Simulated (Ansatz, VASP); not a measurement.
One calculation of HfN, two programs

```
CELL_PARAMETERS angstrom
0.00000 2.27381 2.27381
2.27381 0.00000 2.27381
2.27381 2.27381 0.00000
ATOMIC_POSITIONS crystal
Hf 0.00000 0.00134 0.00000
N 0.50000 0.48294 0.50000
```

Change from the starting cell: mode 4 frozen in at -0.039 Å and mode 6 at -0.039 Å (largest displacements).

Alike in both runs: task single point; functional PBE; k mesh 16 × 16 × 16; occupations gaussian, width 0.15 eV; no spin polarisation.

|  | VASP | Ansatz |
| --- | --- | --- |
| version | VASP 6.6.1 | Ansatz 0.2.0 |
| potentials or method | VASP PAW PBE potentials, release 64 (Hf_pv, N), cutoff 520 eV | scalar-relativistic, plane waves, PAW |
| valence electrons in the cell | 15 | 31 |

```tsv
	VASP	Ansatz	Ansatz less VASP
gap on the k mesh at the Fermi level (eV)	none	none	-
pressure (GPa)	-1.9	0.4	+2.31
traceless stress, the component that is largest in VASP (GPa)	-0.42	-0.43	-0.006
rms of the force components (eV/Å)	0.373	0.374	+0.0009
```

Atom by atom the forces differ by 0.001 eV/Å (rms over components). A gap of «none» marks a metal or a gap that the smearing closes. VASP's potentials hold 15 valence electrons a cell and Ansatz's 31, so a difference there can come from the potentials and not from the codes.

Neither program's run includes spin-orbit coupling.
